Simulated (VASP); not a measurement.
Runs of VASP 6.6.1 on CdI2. Symmetry: P-3m1, No. 164, trigonal system. The conventional cell has a = 4.248 Å, b = 4.248 Å, c = 6.884 Å, α = 90.00°, β = 90.00°, γ = 120.00°. Within 3.9 Å of Cd (site symmetry -3m) lie 6 I at 2.99 Å. I (site symmetry 3m) has 3 Cd at 2.99 Å within 3.9 Å. 

```tsv
level	potentials or basis	cutoff (eV)	grid for exact exchange (PRECFOCK)	share of exact exchange	screening parameter	gap on the mesh (eV)	pressure (GPa)	largest force (eV/Å)
PBE	VASP PAW PBE potentials, release 64 (Cd, I)	500	-	-	-	2.37	1.7	0.09
LDA	VASP PAW LDA potentials, release 64 (Cd, I)	500	-	-	-	(c)	-1.9	0.24
HSE06	VASP PAW PBE potentials, release 64 (Cd, I)	400	Normal	0.25	0.2079 1/Å	3.35	(a)	0.06
r2SCAN	VASP PAW PBE potentials, release 64 (Cd, I)	550	-	-	-	2.82	(b)	0.02
```

Alike in all rows: task single point; no spin polarisation; cell as given; k mesh 6 × 6 × 2; smearing gaussian 0.01 eV.

Task: Fill in the values left out.

Result: (a) 0.6; (b) 1.0; (c) 2.20.

Caveats: all runs use coarse meshes; spin-orbit coupling is left out, which moves the levels of the heavy elements; this functional lacks dispersion, which binds the layers, so the pressure and a relaxed spacing across them are unreliable (at least some runs); the PAW data sets were made with another functional, which shifts forces and pressure a little (at least some runs).

A k mesh can miss the band edges, and the runs leave out spin-orbit coupling on Cd, I.
